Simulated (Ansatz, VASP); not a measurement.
**SiMo3 in VASP and in Ansatz**

```
Si Mo
1.0
     0.00000    4.54631    4.54631
     4.54631    0.00000    4.54631
     4.54631    4.54631    0.00000
Si Mo
2 6
Direct
  0.00000 0.00000 0.00000
  0.50000 0.50000 0.50000
  0.25001 0.74999 0.74999
  0.74999 0.25001 0.25001
  0.74999 0.25001 0.74999
  0.25001 0.74999 0.25001
  0.74999 0.74999 0.25001
  0.25001 0.25001 0.74999
```

Alike in both runs: functional PBE; k mesh 3 × 3 × 3; occupations gaussian, width 0.2 eV; no spin polarisation.

Ansatz relaxed the structure, and its values are those at the end. VASP's run is a single point on that final structure, the one shown.

|  | VASP | Ansatz |
| --- | --- | --- |
| version | VASP 6.6.1 | Ansatz 0.2.0 |
| potentials or method | VASP PAW PBE potentials, release 64 (Si, Mo_sv), cutoff 500 eV | scalar-relativistic, plane waves, PAW |
| valence electrons in the cell | 92 | 92 |

Ansatz gave:

```
gap on the k mesh at the Fermi level (eV) : none
pressure (GPa)                            : 0.1
```

**Question.** What did VASP give for the same quantities?

**Answer.** gap on the k mesh at the Fermi level (eV): none; pressure (GPa): 0.2.

A gap of «none» marks a metal or a gap that the smearing closes.

The k mesh is coarse, so the values compare programs but aren't converged.
